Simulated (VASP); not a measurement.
# Au in VASP: notebook

The runs below take Au through single point, with PBE.

Everything below comes from runs of VASP 6.6.1. Logs are shortened: lines on timing, memory, paths and dates and some standing lists are left out, and cuts for length are marked.

### 1 The cell of the first run

The structure is orthorhombic, space group Cmcm (No. 63). The conventional cell has a = 2.865 Å, b = 5.141 Å, c = 4.892 Å, α = 90.00°, β = 90.00°, γ = 90.00°. Au (site symmetry m2m) has 12 Au at 2.87 to 2.97 Å within 3.8 Å.

### 2 Single point, PBE

File INCAR:

```
SYSTEM = Au
PREC     = Accurate       ! precision mode
ENCUT    = 520            ! plane-wave cutoff, eV
EDIFF    = 1E-7           ! SCF threshold, eV
ISMEAR   = 0              ! smearing method
SIGMA    = 0.1            ! smearing width, eV
LREAL    = .FALSE.        ! projectors in reciprocal space
LASPH    = .TRUE.         ! aspherical terms in the spheres
NELM     = 60             ! most SCF steps
ALGO     = Fast           ! electronic algorithm
ISIF     = 2              ! what is computed and relaxed
LWAVE    = .FALSE.        ! write WAVECAR
LCHARG   = .FALSE.        ! write CHGCAR
GGA      = PE             ! functional
ISYM     = 0            
NBANDS   = 18             ! bands
```

File KPOINTS:

```
regular mesh
0
G
  14 13 7
  0 0 0
```

File POSCAR:

```
Au
1.0
    2.8654213454      0.0000000000      0.0000000000
   -1.4327106727      2.5703810381      0.0000000000
    0.0000000000      0.0000000000      4.8921328885
Au
2
Direct
    0.6639514438      0.3279028875      0.2500000000
    0.3360485562      0.6720971125      0.7500000000
```

Potentials or basis: VASP PAW PBE potentials, release 64 (Au).

Run with:

```console
cat potpaw_PBE.64/Au/POTCAR > POTCAR
mpirun -np 1 vasp_std > vasp.out
```

OUTCAR:

```text
SYSTEM = Au
   PREC = Accurate
   ENCUT = 520
   EDIFF = 1E-7
   ISMEAR = 0
   LREAL = .FALSE.
   LASPH = .TRUE.
   NELM = 60
   ISIF = 2
   GGA = PE
   ISYM = 0

 ion  position               nearest neighbor table
   1  0.664  0.328  0.250-   2 2.97   2 2.97   2 2.97   2 2.97   2 2.97   2 2.97
   2  0.336  0.672  0.750-   1 2.97   1 2.97   1 2.97   1 2.97   1 2.97   1 2.97

IMPORTANT INFORMATION: All symmetrisations will be switched off!
NOSYMM: (Re-)initialisation of all symmetry stuff for point group C_1.

----------------------------------------------------------------------------------------

                                     Primitive cell

  volume of cell :      36.0317

  direct lattice vectors                    reciprocal lattice vectors
     2.865421345  0.000000000  0.000000000     0.348988815  0.194523688  0.000000000
    -1.432710673  2.570381038  0.000000000     0.000000000  0.389047377  0.000000000
     0.000000000  0.000000000  4.892132888     0.000000000  0.000000000  0.204409819

  length of vectors
     2.865421345  2.942705992  4.892132888     0.399540559  0.389047377  0.204409819

  position of ions in fractional coordinates (direct lattice)
     0.663951444  0.327902888  0.250000000
     0.336048556  0.672097112  0.750000000

  ion indices of the primitive-cell ions
   primitive index   ion index
                 1           1
                 2           2

----------------------------------------------------------------------------------------

 KPOINTS: regular mesh

Automatic generation of k-mesh.
 Grid dimensions read from file:
 generate k-points for:   14   13    7

 Generating k-lattice:

  Cartesian coordinates                     Fractional coordinates (reciprocal lattice)
     0.024927773  0.013894549  0.000000000     0.071428571  0.000000000  0.000000000
     0.000000000  0.029926721  0.000000000     0.000000000  0.076923077  0.000000000
     0.000000000  0.000000000  0.029201403     0.000000000  0.000000000  0.142857143

  Length of vectors
     0.028538611  0.029926721  0.029201403

  Shift w.r.t. Gamma in fractional coordinates (k-lattice)
     0.000000000  0.000000000  0.000000000

 -----------------------------------------------------------------------------
|                                                                             |
|           W    W    AA    RRRRR   N    N  II  N    N   GGGG   !!!           |
|           W    W   A  A   R    R  NN   N  II  NN   N  G    G  !!!           |
|           W    W  A    A  R    R  N N  N  II  N N  N  G       !!!           |
|           W WW W  AAAAAA  RRRRR   N  N N  II  N  N N  G  GGG   !            |
|           WW  WW  A    A  R   R   N   NN  II  N   NN  G    G                |
|           W    W  A    A  R    R  N    N  II  N    N   GGGG   !!!           |
|                                                                             |
|     Your reciprocal lattice and k-lattice belong to different lattice       |
|     classes:                                                                |
|                                                                             |
|        The reciprocal lattice is base centered orthorhombic,                |
|        whereas your k-lattice is simple monoclinic.                         |
|                                                                             |
|     Results are often still useful ...                                      |
|                                                                             |
 -----------------------------------------------------------------------------

 WARNING: IBZKPT: internal override: KBLOWUP is changed to .FALSE.
      ... skipping the blow-up phase ...

 Subroutine IBZKPT returns following result:
 ===========================================

 Found    638 irreducible k-points:

 Following reciprocal coordinates:
            Coordinates               Weight
  0.000000  0.000000  0.000000      1.000000
  0.071429 -0.000000  0.000000      2.000000
  0.142857 -0.000000  0.000000      2.000000
  0.214286 -0.000000  0.000000      2.000000
  0.285714 -0.000000  0.000000      2.000000
  0.357143 -0.000000  0.000000      2.000000
[... 16 lines left out ...]
  0.000000  0.153846  0.000000      2.000000
  0.071429  0.153846  0.000000      2.000000
 [... further k-points ...]
   k-points           NKPTS =    638   k-points in BZ     NKDIM =    638   number of bands    NBANDS=     18
   number of dos      NEDOS =    301   number of ions     NIONS =      2
   total plane-waves  NPLWV =  20736
   dimension x,y,z NGX =    24 NGY =   24 NGZ =   36
   dimension x,y,z NGXF=    48 NGYF=   48 NGZF=   72
   ions per type =               2
   NGX,Y,Z   is equivalent  to a cutoff of  13.92, 13.56, 12.23 a.u.
   NGXF,Y,Z  is equivalent  to a cutoff of  27.85, 27.12, 24.47 a.u.
 SYSTEM =  Au
   PREC   = accura    normal or accurate (medium, high low for compatibility)
   ISTART =      0    job   : 0-new  1-cont  2-samecut
   ICHARG =      2    charge: 1-file 2-atom 10-const
   ISPIN  =      1    spin polarized calculation?
   LNONCOLLINEAR =      F non collinear calculations
   LSORBIT =      F    spin-orbit coupling
   LASPH  =      T    aspherical Exc in radial PAW
   ENCUT  =  520.0 eV  38.22 Ry    6.18 a.u.   5.33  5.47  9.10*2*pi/ulx,y,z
   NELM   =     60;   NELMIN=  2; NELMDL= -5     # of ELM steps
   EDIFF  = 0.1E-06   stopping-criterion for ELM
   LREAL  =      F    real-space projection
   EDIFFG = 0.1E-05   stopping-criterion for IOM
   NSW    =      0    number of steps for IOM
   IBRION =     -1    ionic relax: 0-MD 1-quasi-New 2-CG
   NFREE  =      0    steps in history (QN), initial steepest desc. (CG)
   ISIF   =      2    stress and relaxation
   ISYM   =      0    0-nonsym 1-usesym 2-fastsym
   POTIM  = 0.5000    time-step for ionic-motion
   TEBEG  =    0.0;   TEEND  =   0.0 temperature during run
   PSTRESS=    0.0 pullay stress
   NELECT =      22.0000    total number of electrons
   NUPDOWN=      -1.0000    fix difference up-down
   EMIN   =  10.00;   EMAX   =-10.00  energy-range for DOS
   EFERMI =   0.00;   METHOD = LEGACY
   ISMEAR =     0;   SIGMA  =   0.10  broadening in eV -4-tet -1-fermi 0-gaus
   EFERMI_NEDOS =   21; number of points for ismear=-14 and -15
   IALGO  =     68    algorithm
   IMIX   =      4    mixing-type and parameters
     AMIX     =   0.40;   BMIX     =  1.00
     AMIX_MAG =   1.60;   BMIX_MAG =  1.00
  volume/ion in A,a.u.               =      18.02       121.58
  Fermi-wavevector in a.u.,A,eV,Ry     =   1.388847  2.624540 26.244212  1.928895
  Thomas-Fermi vector in A             =   2.512934
   LORBIT       =      0    0 simple, 1 ext, 2 COOP (PROOUT), +10 PAW based schemes
   GGA     = PE    functional components
   LHFCALC =     F    Hartree Fock is set to
   AEXX    =    0.0000 exact exchange contribution
   IVDW    =     0    specifies the selected vdW correction
   LEPSILON=     F    determine dielectric tensor
   LRPA    =     F    only Hartree local field effects (RPA)
 non-spin polarized calculation
 RMM-DIIS sequential band-by-band and
 Gauss-broadening in eV      SIGMA  =   0.10
  energy-cutoff  :      520.00
  volume of cell :       36.03
 maximum number of plane-waves:       992
 NGX is ok and might be reduce to    24
   NGX = 11   NGY = 11   NGZ = 19

 number of electron      21.9999999 magnetization

 Free energy of the ion-electron system (eV)
  ---------------------------------------------------
  ext. energy  EPLUGINS =         0.00000000
  ---------------------------------------------------
  free energy    TOTEN  =        -6.42849726 eV

  energy without entropy =       -6.42475747  energy(sigma->0) =       -6.42662737

 E-fermi :   8.6371     XC(G=0): -12.3845

 val. band max:        8.6313448091   @ k =   0.2143   0.3077   0.1429
 cond. band min:       8.6376731038   @ k =   0.4286   0.0769   0.0000
 fundamental gap:      0.0063282947
 Fermi energy:         8.6370669529

 k-point     1 :       0.0000    0.0000    0.0000
  band No.  band energies     occupation
      1      -0.7092      2.00000
      2       1.6647      2.00000
      3       3.9938      2.00000
      4       4.0379      2.00000
      5       4.3768      2.00000
      6       4.4823      2.00000
[... 10 lines left out ...]
     17      26.1571      0.00000
     18      26.9806      0.00000

 k-point     2 :       0.0714   -0.0000    0.0000
  band No.  band energies     occupation
      1      -0.5514      2.00000
      2       1.7953      2.00000
      3       3.9517      2.00000
      4       4.1618      2.00000
      5       4.4132      2.00000
      6       4.5042      2.00000
[... 10 lines left out ...]
     17      25.5671      0.00000
     18      26.2429      0.00000

 k-point     3 :       0.1429   -0.0000    0.0000
  band No.  band energies     occupation
      1      -0.0947      2.00000
      2       2.1446      2.00000
      3       3.8417      2.00000
      4       4.3661      2.00000
      5       4.4636      2.00000
      6       4.6435      2.00000
[... 10 lines left out ...]
     17      24.9682      0.00000
     18      26.3601      0.00000

 k-point     4 :       0.2143   -0.0000    0.0000
  band No.  band energies     occupation
      1       0.5973      2.00000
      2       2.5250      2.00000
      3       3.7679      2.00000
      4       4.0055      2.00000
      5       4.2227      2.00000
      6       4.7194      2.00000
[... 375 lines left out ...]
      4       4.1717      2.00000
      5       4.4083      2.00000
      6       4.5119      2.00000
[... 10 lines left out ...]
     17      25.5821      0.00000
     18      26.2288      0.00000

 k-point    23 :       0.0000    0.1538    0.0000
  band No.  band energies     occupation
      1      -0.0472      2.00000
      2       2.1443      2.00000
      3       3.6747      2.00000
      4       4.0914      2.00000
      5       4.5420      2.00000
      6       4.5801      2.00000
[... 10 lines left out ...]
     17      25.0837      0.00000
     18      25.6888      0.00000

 k-point    24 :       0.0714    0.1538    0.0000
  band No.  band energies     occupation
      1       0.3832      2.00000
      2       2.4135      2.00000
      3       3.5864      2.00000
      4       4.0707      2.00000
      5       4.2123      2.00000
      6       4.7018      2.00000
[... 10 lines left out ...]
     17      25.4831      0.00000
     18      25.5492      0.00000

 [... further k-points ...]

------------------------ aborting loop because EDIFF is reached ----------------------------------------

  FORCE on cell =-STRESS in cart. coord.  units (eV):
  Direction    XX          YY          ZZ          XY          YZ          ZX
  --------------------------------------------------------------------------------------
  -------------------------------------------------------------------------------------
  Total        0.0062138     -0.2939090      0.0907446      0.0420713      0.0000001      0.0000000
  in kB        0.2762995    -13.0689063      4.0350351      1.8707358      0.0000044      0.0000001
  external PRESSURE =      -2.9191906 kB  Pullay stress =       0.0000000 kB

 VOLUME and BASIS-vectors are now :
 -----------------------------------------------------------------------------
  energy-cutoff  :      520.00
  volume of cell :       36.03
      direct lattice vectors                 reciprocal lattice vectors
     2.865421345  0.000000000  0.000000000     0.348988815  0.194523688  0.000000000
    -1.432710673  2.570381038  0.000000000     0.000000000  0.389047377  0.000000000
     0.000000000  0.000000000  4.892132888     0.000000000  0.000000000  0.204409819

 POSITION                                       TOTAL-FORCE (eV/Angst)
 -----------------------------------------------------------------------------------
      1.43271      0.84284      1.22303        -0.000019     -0.007132     -0.000000
     -0.00000      1.72755      3.66910         0.000019      0.007132      0.000000
 -----------------------------------------------------------------------------------
    total drift:                               -0.000000     -0.000000     -0.000000

  FREE ENERGIE OF THE ION-ELECTRON SYSTEM (eV)
  ---------------------------------------------------
  free  energy   TOTEN  =        -6.4284972614 eV

  energy  without entropy=       -6.4247574715  energy(sigma->0) =       -6.42662737
```

It took 2.1 min on 1 thread of Intel Xeon 6975P-C (Granite Rapids), shared host; peak memory 0.43 GiB.

Results:

| Item | Value |
| --- | --- |
| Free energy | -6.4285 eV |
| Pressure | -0.3 GPa |
| Largest force | 0.007 eV/Å |
| Band gap on the k mesh | zero (band 11 reaches 12.09 eV, above the bottom of band 12 at 6.18 eV) |

Forces in eV/Å, atoms in the order of the input:
```
Au   0.000 -0.007  0.000
Au   0.000  0.007  0.000
```

Stress tensor (GPa, compression positive):
```
 0.03  0.19  0.00
 0.19 -1.31  0.00
 0.00  0.00  0.40
```

Caveat: spin-orbit coupling is left out, which moves the levels of the heavy elements.

(Continued in part 2 of 2.)
